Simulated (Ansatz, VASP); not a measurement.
## SiC: VASP beside Ansatz

```xyz
8
Lattice="3.0780 0.0000 0.0000 -1.5390 2.6657 0.0000 0.0000 0.0000 10.0757" Properties=species:S:1:pos:R:3 pbc="T T T"
Si    1.5390    0.8886    9.4493
Si    0.0000    1.7771    4.4114
Si    0.0000    0.0000    6.9311
Si    0.0000    0.0000    1.8932
C     1.5390    0.8886    7.5549
C     0.0000    1.7771    2.5171
C     0.0000    0.0000    5.0424
C     0.0000    0.0000    0.0046
```

Alike in both runs: task single point; functional HSE06; k mesh 6 × 6 × 2; no spin polarisation.

```csv
,VASP,Ansatz
version,VASP 6.6.1,Ansatz 0.2.0
potentials or method,"VASP PAW PBE potentials, release 64 (Si, C), cutoff 520 eV","scalar-relativistic, plane waves, PAW"
occupations,"gaussian, width 0.01 eV",fixed
valence electrons in the cell,32,32
```

|  | VASP | Ansatz | Ansatz less VASP |
| --- | --- | --- | --- |
| gap on the k mesh at the Fermi level (eV) | 3.15 | 3.14 | -0.005 |
| least direct gap on the mesh (eV) | 4.38 | 4.37 | -0.008 |
